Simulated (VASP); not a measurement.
# Ta3H2 (R-3c) in VASP: a series of runs, part 2 of 2

VASP 6.6.1. The steps go on from the part before.

## (3) Single point, PBE

This run uses another cell than the first one, of 12.66 Å³/atom.

The input, INCAR:

```
PREC = Accurate ; ENCUT = 520
EDIFF = 1E-7 ; ISMEAR = 0
SIGMA = 0.1 ; LREAL = F
LASPH = T ; NELM = 60
ALGO = Normal ; ISIF = 2
LWAVE = F ; LCHARG = F
GGA = PE ; NBANDS = 46
```

The input, KPOINTS:

```
Automatic mesh
0
Gamma
  6 6 6
```

The input, POSCAR:

```
Ta3H2
1.0
    2.7179390553      1.5692028452      4.9470572351
   -2.7179390553      1.5692028452      4.9470572351
    0.0000000000     -3.1384056904      4.9470572351
Ta H
6 4
Direct
    0.0562500000      0.4437500000      0.7500000000
    0.7500000000      0.0562500000      0.4437500000
    0.4437500000      0.7500000000      0.0562500000
    0.9437500000      0.5562500000      0.2500000000
    0.2500000000      0.9437500000      0.5562500000
    0.5562500000      0.2500000000      0.9437500000
    0.8521800000      0.8521800000      0.8521800000
    0.6478200000      0.6478200000      0.6478200000
    0.1478200000      0.1478200000      0.1478200000
    0.3521800000      0.3521800000      0.3521800000
```

Potentials or basis: VASP PAW PBE potentials, release 64 (Ta_pv, H).

Run with:

```bash
cat potpaw_PBE.64/Ta_pv/POTCAR potpaw_PBE.64/H/POTCAR > POTCAR
mpirun -np 1 vasp_std > vasp.out
```

OUTCAR:

```text
PREC = Accurate
   ENCUT = 520
   EDIFF = 1E-7
   ISMEAR = 0
   LREAL = F
   LASPH = T
   NELM = 60
   ISIF = 2
   GGA = PE

 ion  position               nearest neighbor table
   1  0.056  0.444  0.750-   9 2.12  10 2.12   2 2.88   3 2.88   4 2.99   4 2.99   5 3.11   6 3.11
                             6 3.11   5 3.11   2 3.27   3 3.27   3 3.27   2 3.27
   2  0.750  0.056  0.444-   9 2.12  10 2.12   3 2.88   1 2.88   5 2.99   5 2.99   4 3.11   6 3.11
                             6 3.11   4 3.11   1 3.27   3 3.27   3 3.27   1 3.27
   3  0.444  0.750  0.056-  10 2.12   9 2.12   2 2.88   1 2.88   6 2.99   6 2.99   4 3.11   5 3.11
                             5 3.11   4 3.11   1 3.27   2 3.27   2 3.27   1 3.27
   4  0.944  0.556  0.250-   7 2.12   8 2.12   6 2.88   5 2.88   1 2.99   1 2.99   2 3.11   3 3.11
                             2 3.11   3 3.11   5 3.27   6 3.27   6 3.27   5 3.27
   5  0.250  0.944  0.556-   7 2.12   8 2.12   6 2.88   4 2.88   2 2.99   2 2.99   1 3.11   3 3.11
                             3 3.11   1 3.11   4 3.27   6 3.27   6 3.27   4 3.27
   6  0.556  0.250  0.944-   8 2.12   7 2.12   5 2.88   4 2.88   3 2.99   3 2.99   1 3.11   2 3.11
                             2 3.11   1 3.11   4 3.27   5 3.27   5 3.27   4 3.27
   7  0.852  0.852  0.852-   5 2.12   4 2.12   6 2.12
   8  0.648  0.648  0.648-   6 2.12   4 2.12   5 2.12
   9  0.148  0.148  0.148-   2 2.12   1 2.12   3 2.12
  10  0.352  0.352  0.352-   3 2.12   1 2.12   2 2.12

  LATTYP: Found a trigonal (rhomboedric) cell.
 ALAT       =     5.8585805077
 COS(alpha) =     0.5695481095

  Lattice vectors:

 A1 = (   2.7179390553,   1.5692028452,   4.9470572351)
 A2 = (  -2.7179390553,   1.5692028452,   4.9470572351)
 A3 = (   0.0000000000,  -3.1384056904,   4.9470572351)

Analysis of symmetry for initial positions (statically):
=====================================================================
 Subroutine PRICEL returns:
 Original cell was already a primitive cell.

 Routine SETGRP: Setting up the symmetry group for a
 trigonal (rhombohedral) supercell.

 Subroutine GETGRP returns: Found 12 space group operations
 (whereof  6 operations were pure point group operations)
 out of a pool of 12 trial point group operations.

The static configuration has the point symmetry S_6 .
 The point group associated with its full space group is D_3d.

Analysis of symmetry for dynamics (positions and initial velocities):
=====================================================================
 Subroutine PRICEL returns:
 Original cell was already a primitive cell.

 Routine SETGRP: Setting up the symmetry group for a
 trigonal (rhombohedral) supercell.

 Subroutine GETGRP returns: Found 12 space group operations
 (whereof  6 operations were pure point group operations)
 out of a pool of 12 trial point group operations.

The dynamic configuration has the point symmetry S_6 .
 The point group associated with its full space group is D_3d.

 Subroutine INISYM returns: Found 12 space group operations
 (whereof  6 operations are pure point group operations),
 and found     1 'primitive' translations

----------------------------------------------------------------------------------------

                                     Primitive cell

  volume of cell :     126.5951

[... 87 lines left out ...]
   number of dos      NEDOS =    301   number of ions     NIONS =     10
   total plane-waves  NPLWV = 110592
   dimension x,y,z NGX =    48 NGY =   48 NGZ =   48
   dimension x,y,z NGXF=    96 NGYF=   96 NGZF=   96
   ions per type =               6   4
   NGX,Y,Z   is equivalent  to a cutoff of  13.62, 13.62, 13.62 a.u.
   NGXF,Y,Z  is equivalent  to a cutoff of  27.24, 27.24, 27.24 a.u.
 SYSTEM =  unknown system
   PREC   = accura    normal or accurate (medium, high low for compatibility)
   ISTART =      0    job   : 0-new  1-cont  2-samecut
   ICHARG =      2    charge: 1-file 2-atom 10-const
   ISPIN  =      1    spin polarized calculation?
   LNONCOLLINEAR =      F non collinear calculations
   LSORBIT =      F    spin-orbit coupling
   LASPH  =      T    aspherical Exc in radial PAW
   ENCUT  =  520.0 eV  38.22 Ry    6.18 a.u.  10.89 10.89 10.89*2*pi/ulx,y,z
   NELM   =     60;   NELMIN=  2; NELMDL= -5     # of ELM steps
   EDIFF  = 0.1E-06   stopping-criterion for ELM
   LREAL  =      F    real-space projection
   EDIFFG = 0.1E-05   stopping-criterion for IOM
   NSW    =      0    number of steps for IOM
   IBRION =     -1    ionic relax: 0-MD 1-quasi-New 2-CG
   NFREE  =      0    steps in history (QN), initial steepest desc. (CG)
   ISIF   =      2    stress and relaxation
   ISYM   =      2    0-nonsym 1-usesym 2-fastsym
   POTIM  = 0.5000    time-step for ionic-motion
   TEBEG  =    0.0;   TEEND  =   0.0 temperature during run
   PSTRESS=    0.0 pullay stress
   NELECT =      70.0000    total number of electrons
   NUPDOWN=      -1.0000    fix difference up-down
   EMIN   =  10.00;   EMAX   =-10.00  energy-range for DOS
   EFERMI =   0.00;   METHOD = LEGACY
   ISMEAR =     0;   SIGMA  =   0.10  broadening in eV -4-tet -1-fermi 0-gaus
   EFERMI_NEDOS =   21; number of points for ismear=-14 and -15
   IALGO  =     38    algorithm
   IMIX   =      4    mixing-type and parameters
     AMIX     =   0.40;   BMIX     =  1.00
     AMIX_MAG =   1.60;   BMIX_MAG =  1.00
  volume/ion in A,a.u.               =      12.66        85.43
  Fermi-wavevector in a.u.,A,eV,Ry     =   1.343699  2.539222 24.565670  1.805526
  Thomas-Fermi vector in A             =   2.471752
   LORBIT       =      0    0 simple, 1 ext, 2 COOP (PROOUT), +10 PAW based schemes
   GGA     = PE    functional components
   LHFCALC =     F    Hartree Fock is set to
   AEXX    =    0.0000 exact exchange contribution
   IVDW    =     0    specifies the selected vdW correction
   LEPSILON=     F    determine dielectric tensor
   LRPA    =     F    only Hartree local field effects (RPA)
 non-spin polarized calculation
 Gauss-broadening in eV      SIGMA  =   0.10
  energy-cutoff  :      520.00
  volume of cell :      126.60
 maximum number of plane-waves:      3423
 NGX is ok and might be reduce to    48
   NGX = 21   NGY = 21   NGZ = 21

 number of electron      69.9999998 magnetization

 Free energy of the ion-electron system (eV)
  ---------------------------------------------------
  ext. energy  EPLUGINS =         0.00000000
  ---------------------------------------------------
  free energy    TOTEN  =       -82.73239917 eV

  energy without entropy =      -82.67603850  energy(sigma->0) =      -82.70421884

 E-fermi :   5.2358     XC(G=0): -12.1593

 val. band max:        5.2358177968   @ k =  -0.1667   0.5000   0.1667
 cond. band min:       5.2389359131   @ k =   0.3333   0.3333   0.1667
 fundamental gap:      0.0031181164
 Fermi energy:         5.2358215060

 k-point     1 :       0.0000    0.0000    0.0000
  band No.  band energies     occupation
      1     -29.4676      2.00000
      2     -29.4479      2.00000
      3     -29.3502      2.00000
      4     -29.3502      2.00000
      5     -29.3020      2.00000
      6     -29.2729      2.00000
[... 1165 lines left out ...]
     45       8.7936      0.00000
     46       9.0601      0.00000

 [... further k-points ...]

------------------------ aborting loop because EDIFF is reached ----------------------------------------

  FORCE on cell =-STRESS in cart. coord.  units (eV):
  Direction    XX          YY          ZZ          XY          YZ          ZX
  --------------------------------------------------------------------------------------
  -------------------------------------------------------------------------------------
  Total       -9.3259932     -9.3259932      1.2681367      0.0000000      0.0000000      0.0000000
  in kB     -118.0289895   -118.0289895     16.0494315      0.0000000      0.0000000      0.0000000
  external PRESSURE =     -73.3361825 kB  Pullay stress =       0.0000000 kB

 VOLUME and BASIS-vectors are now :
 -----------------------------------------------------------------------------
  energy-cutoff  :      520.00
  volume of cell :      126.60
      direct lattice vectors                 reciprocal lattice vectors
     2.717939055  1.569202845  4.947057235     0.183962918  0.106211040  0.067380125
    -2.717939055  1.569202845  4.947057235    -0.183962918  0.106211040  0.067380125
     0.000000000 -3.138405690  4.947057235     0.000000000 -0.212422081  0.067380125

 POSITION                                       TOTAL-FORCE (eV/Angst)
 -----------------------------------------------------------------------------------
     -1.05320     -1.56920      6.18382         0.218107      0.000000     -0.000000
      1.88557     -0.12750      6.18382        -0.109054      0.188886     -0.000000
     -0.83237      1.69670      6.18382        -0.109054     -0.188886     -0.000000
      1.05320      1.56920      8.65735        -0.218107      0.000000     -0.000000
     -1.88557      0.12750      8.65735         0.109054     -0.188886     -0.000000
      0.83237     -1.69670      8.65735         0.109054      0.188886     -0.000000
      0.00000      0.00000     12.64735        -0.000000      0.000000     -0.357189
      0.00000      0.00000      9.61441        -0.000000     -0.000000      0.357189
      0.00000      0.00000      2.19382        -0.000000      0.000000      0.357189
      0.00000      0.00000      5.22676        -0.000000     -0.000000     -0.357189
 -----------------------------------------------------------------------------------
    total drift:                               -0.000000     -0.000000      0.000000

  FREE ENERGIE OF THE ION-ELECTRON SYSTEM (eV)
  ---------------------------------------------------
  free  energy   TOTEN  =       -82.7323991706 eV

  energy  without entropy=      -82.6760385006  energy(sigma->0) =      -82.70421884
```

Wall time 2.1 min (1 thread of Intel Xeon 6975P-C (Granite Rapids), shared host); peak memory 0.38 GiB.

Results:

* Free energy: -82.7324 eV
* Pressure: -7.3 GPa
* Largest force: 0.357 eV/Å
* Band gap on the k mesh: zero (bands 35 and 36 overlap by 0.55 eV)

Forces on the atoms (eV/Å):
```
Ta   0.218  0.000  0.000
Ta  -0.109  0.189  0.000
Ta  -0.109 -0.189  0.000
Ta  -0.218  0.000  0.000
Ta   0.109 -0.189  0.000
Ta   0.109  0.189  0.000
H    0.000  0.000 -0.357
H    0.000  0.000  0.357
H    0.000  0.000  0.357
H    0.000  0.000 -0.357
```

Stress tensor (GPa, compression positive):
```
-11.80   0.00   0.00
  0.00 -11.80   0.00
  0.00   0.00   1.60
```

Caveat: the stress differs along the axes, from -12 to 2 GPa; spin-orbit coupling is left out, which moves the levels of the heavy elements.

## (4) Relaxation of cell and atoms, PBE

This run uses another cell than the first one, of 12.66 Å³/atom.

The input, INCAR:

```
SYSTEM = Ta3H2
PREC = Accurate
ENCUT = 600
EDIFF = 1E-6
ISMEAR = 0
SIGMA = 0.1
LREAL = .FALSE.
LASPH = .TRUE.
NELM = 60
ALGO = Normal
ISIF = 3
LWAVE = .FALSE.
LCHARG = .FALSE.
GGA = PE
IBRION = 2
NSW = 90
EDIFFG = -0.04
```

The input, KPOINTS:

```
Automatic mesh
0
G
  6 6 6
  0 0 0
```

POSCAR is that of step 3.

Potentials or basis: VASP PAW PBE potentials, release 64 (Ta_pv, H).

Run with:

```bash
cat potpaw_PBE.64/Ta_pv/POTCAR potpaw_PBE.64/H/POTCAR > POTCAR
mpirun -np 1 vasp_std > vasp.out
```

OUTCAR:

```text
SYSTEM = Ta3H2
   PREC = Accurate
   ENCUT = 600
   EDIFF = 1E-6
   ISMEAR = 0
   LREAL = .FALSE.
   LASPH = .TRUE.
   NELM = 60
   ISIF = 3
   GGA = PE
   IBRION = 2
   NSW = 90
   EDIFFG = -0.04

 ion  position               nearest neighbor table
   1  0.056  0.444  0.750-   9 2.12  10 2.12   2 2.88   3 2.88   4 2.99   4 2.99   5 3.11   6 3.11
                             6 3.11   5 3.11   2 3.27   3 3.27   3 3.27   2 3.27
   2  0.750  0.056  0.444-   9 2.12  10 2.12   3 2.88   1 2.88   5 2.99   5 2.99   4 3.11   6 3.11
                             6 3.11   4 3.11   1 3.27   3 3.27   3 3.27   1 3.27
   3  0.444  0.750  0.056-  10 2.12   9 2.12   2 2.88   1 2.88   6 2.99   6 2.99   4 3.11   5 3.11
                             5 3.11   4 3.11   1 3.27   2 3.27   2 3.27   1 3.27
   4  0.944  0.556  0.250-   7 2.12   8 2.12   6 2.88   5 2.88   1 2.99   1 2.99   2 3.11   3 3.11
                             2 3.11   3 3.11   5 3.27   6 3.27   6 3.27   5 3.27
   5  0.250  0.944  0.556-   7 2.12   8 2.12   6 2.88   4 2.88   2 2.99   2 2.99   1 3.11   3 3.11
                             3 3.11   1 3.11   4 3.27   6 3.27   6 3.27   4 3.27
   6  0.556  0.250  0.944-   8 2.12   7 2.12   5 2.88   4 2.88   3 2.99   3 2.99   1 3.11   2 3.11
                             2 3.11   1 3.11   4 3.27   5 3.27   5 3.27   4 3.27
   7  0.852  0.852  0.852-   5 2.12   4 2.12   6 2.12
   8  0.648  0.648  0.648-   6 2.12   4 2.12   5 2.12
   9  0.148  0.148  0.148-   2 2.12   1 2.12   3 2.12
  10  0.352  0.352  0.352-   3 2.12   1 2.12   2 2.12

  LATTYP: Found a trigonal (rhomboedric) cell.
 ALAT       =     5.8585805077
 COS(alpha) =     0.5695481095
[... 326 lines left out ...]
  free  energy   TOTEN  =       -83.0966460398 eV

  energy  without entropy=      -83.0409125033  energy(sigma->0) =      -83.06877927

[... ionic steps 4 to 16 ...]

--------------------------------------- Ionic step       17  -------------------------------------------

 number of electron      70.0000002 magnetization

------------------------ aborting loop because EDIFF is reached ----------------------------------------
[... 83 lines left out ...]
--------------------------------------- Ionic step       19  -------------------------------------------

 number of electron      70.0000001 magnetization

 Free energy of the ion-electron system (eV)
  ---------------------------------------------------
  ext. energy  EPLUGINS =         0.00000000
  ---------------------------------------------------
  free energy    TOTEN  =       -84.10380414 eV

  energy without entropy =      -84.05546883  energy(sigma->0) =      -84.07963649

 E-fermi :   5.6239     XC(G=0): -12.4776

 val. band max:        5.6015143071   @ k =   0.3333   0.1667   0.1667
 cond. band min:       5.6286010307   @ k =  -0.1667   0.1667   0.1667
 fundamental gap:      0.0270867236
 Fermi energy:         5.6238534074

 k-point     1 :       0.0000    0.0000    0.0000
  band No.  band energies     occupation
      1     -28.9293      2.00000
      2     -28.7617      2.00000
      3     -28.7617      2.00000
      4     -28.7494      2.00000
      5     -28.7231      2.00000
      6     -28.7231      2.00000
[... 1069 lines left out ...]
     41       8.0345      0.00000
     42       8.8678      0.00000

 [... further k-points ...]
[... 5 lines left out ...]
  --------------------------------------------------------------------------------------
  -------------------------------------------------------------------------------------
  Total        0.0546948      0.0546948      0.0091999      0.0000000     -0.0000000      0.0000000
  in kB        0.7341455      0.7341455      0.1234859      0.0000000     -0.0000000      0.0000000
  external PRESSURE =       0.5305923 kB  Pullay stress =       0.0000000 kB
[... 25 lines left out ...]
  FREE ENERGIE OF THE ION-ELECTRON SYSTEM (eV)
  ---------------------------------------------------
  free  energy   TOTEN  =       -84.1038041432 eV

  energy  without entropy=      -84.0554688295  energy(sigma->0) =      -84.07963649

 reached required accuracy - stopping structural energy minimisation
```

OSZICAR:

```text
N       E                     dE             d eps       ncg     rms          rms(c)
DAV:   1     0.723560629135E+03    0.72356E+03   -0.42160E+04  2696   0.190E+03
DAV:   2    -0.515233127510E+02   -0.77508E+03   -0.76286E+03  2912   0.530E+02
DAV:   3    -0.863327272340E+02   -0.34809E+02   -0.33728E+02  3484   0.953E+01
[... 171 lines left out ...]
       N       E                     dE             d eps       ncg     rms          rms(c)
DAV:   1    -0.841018726025E+02    0.74809E-03   -0.34424E-01  2688   0.366E+00    0.114E-01
DAV:   2    -0.841038208311E+02   -0.19482E-02   -0.22571E-02  2770   0.968E-01    0.512E-02
DAV:   3    -0.841038080241E+02    0.12807E-04   -0.57750E-04  3506   0.116E-01    0.255E-02
DAV:   4    -0.841038039909E+02    0.40332E-05   -0.33182E-05  3176   0.277E-02    0.110E-02
DAV:   5    -0.841038041432E+02   -0.15228E-06   -0.49397E-06  2680   0.114E-02
  19 F= -.84103804E+02 E0= -.84079636E+02  d E =-.118350E-02
```

Run time: 24 min. Hardware: 1 thread of Intel Xeon 6975P-C (Granite Rapids), shared host; peak memory 0.42 GiB.

Results:

```yaml
Free_energy: -84.1038 eV
Relaxed_volume: 11.94 Å³/atom
Relaxed_cell: a = 6.037 Å, b = 6.037 Å, c = 6.037 Å, α = 50.14°, β = 50.14°, γ = 50.14°
Space_group_after_relaxing_to_0.1_Å: R-3c (No. 167)
Energy_gained_by_relaxing: 136.8 meV/atom
Ionic_steps: 19
Pressure_after_relaxing: 0.1 GPa
Largest_force_after_relaxing: 0.031 eV/Å
Band_gap_on_the_k_mesh: zero (bands 35 and 36 overlap by 0.76 eV)
```

Forces in eV/Å, atoms in the order of the input:
```
Ta  -0.031  0.000  0.000
Ta   0.016 -0.027  0.000
Ta   0.016  0.027  0.000
Ta   0.031  0.000  0.000
Ta  -0.016  0.027  0.000
Ta  -0.016 -0.027  0.000
H    0.000  0.000  0.006
H    0.000  0.000 -0.006
H    0.000  0.000 -0.006
H    0.000  0.000  0.006
```

Step by step:
```
step  energy change (eV)  largest force (eV/Å)  pressure (GPa)  volume (Å³)
   1              0.0000                0.3562           -7.28       126.60
   2             -0.3301                0.9818            9.25       116.24
   3             -0.3613                0.8010            5.18       118.41
   4             -0.7718                0.9476            4.42       118.25
   5             -0.8906                0.7576            5.91       117.68
   6             -0.9168                0.9058            5.16       117.91
   7             -1.0978                0.2725           -5.98       124.47
   8             -1.1237                0.3024           -3.31       122.68
   9             -1.2225                0.3382            0.34       120.19
  10             -1.2276                0.3496            1.52       119.47
  11             -1.2589                0.2938           -0.58       120.46
  12             -1.2630                0.2647           -1.66       120.99
  13             -1.2878                0.2385           -0.99       120.43
  14             -1.3285                0.1386            1.25       118.76
  15             -1.3571                0.0796           -0.30       119.59
  16             -1.3621                0.0850           -1.19       120.11
  17             -1.3661                0.0631            0.70       119.01
  18             -1.3672                0.0714            0.08       119.36
  19             -1.3684                0.0315            0.05       119.36
```

Final structure:
```
Ta H
1.0
     2.55816    1.47696    5.26536
    -2.55816    1.47696    5.26536
     0.00000   -2.95391    5.26536
Ta H
6 4
Direct
  0.09007 0.40993 0.75000
  0.75000 0.09007 0.40993
  0.40993 0.75000 0.09007
  0.90993 0.59007 0.25000
  0.25000 0.90993 0.59007
  0.59007 0.25000 0.90993
  0.83244 0.83244 0.83244
  0.66756 0.66756 0.66756
  0.16756 0.16756 0.16756
  0.33244 0.33244 0.33244
```

Levels at points of the mesh, in eV from the Fermi level:
```csv
k point,band 33,band 34,band 35,band 36,band 37,band 38
"(0.00, 0.00, 0.00)",-0.65,-0.59,0.37,0.42,0.42,0.95
"(0.50, 0.00, 0.00)",-0.26,-0.26,-0.06,-0.06,1.01,1.01
"(0.50, 0.50, 0.00)",-0.70,-0.57,-0.51,0.12,0.54,1.00
"(0.50, 0.50, 0.50)",-0.78,-0.78,0.50,0.50,0.50,0.50
```

Caveat: spin-orbit coupling is left out, which moves the levels of the heavy elements.

## (5) The runs side by side

| task | cell | cutoff (eV) | gap on the mesh (eV) | pressure (GPa) | largest force (eV/Å) |
| --- | --- | --- | --- | --- | --- |
| single point | a = 6.034 Å, angles 50.2°, 10 atoms, atomic positions A | 520 | none | 0.2 | 0.03 |
| single point | a = 5.859 Å, angles 55.3°, 10 atoms, atomic positions B | 520 | none | -7.3 | 0.36 |
| relaxation of cell and atoms | relaxed from a = 5.859 Å, angles 55.3°, 10 atoms, atomic positions B | 600 | none | 0.1 | 0.03 |

Alike in all rows: level PBE; potentials or basis VASP PAW PBE potentials, release 64 (Ta_pv, H); no spin polarisation; k mesh 6 × 6 × 6; smearing gaussian 0.1 eV.

Caveats: spin-orbit coupling is left out, which moves the levels of the heavy elements; the stress differs along the axes, from -12 to 2 GPa (at least some runs).

Total energies depend on the potentials used, so only differences within one code and one set of settings carry meaning.

The gap in the log of VASP goes by the Fermi energy; the results here count the filled bands.